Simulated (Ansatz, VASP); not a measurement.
K: VASP beside Ansatz

```
K
1.0
     4.97604    0.00000    0.00000
     0.00000    4.97604    0.00000
     0.00000    0.00000    3.23443
K
1
Direct
  0.00000 0.00000 0.00000
```

Alike in both runs: task single point; functional PBE; k mesh 12 × 12 × 12; occupations gaussian, width 0.15 eV; no spin polarisation.

|  | VASP | Ansatz |
| --- | --- | --- |
| version | VASP 6.6.1 | Ansatz 0.2.0 |
| potentials or method | VASP PAW PBE potentials, release 64 (K_sv), cutoff 520 eV | scalar-relativistic, plane waves, PAW |
| valence electrons in the cell | 9 | 9 |

```tsv
	VASP	Ansatz	Ansatz less VASP
gap on the k mesh at the Fermi level (eV)	none	none	-
pressure (GPa)	0.8	0.8	+0.01
traceless stress, the component that is largest in VASP (GPa)	3.43	3.42	-0.012
```

A gap of «none» marks a metal or a gap that the smearing closes.
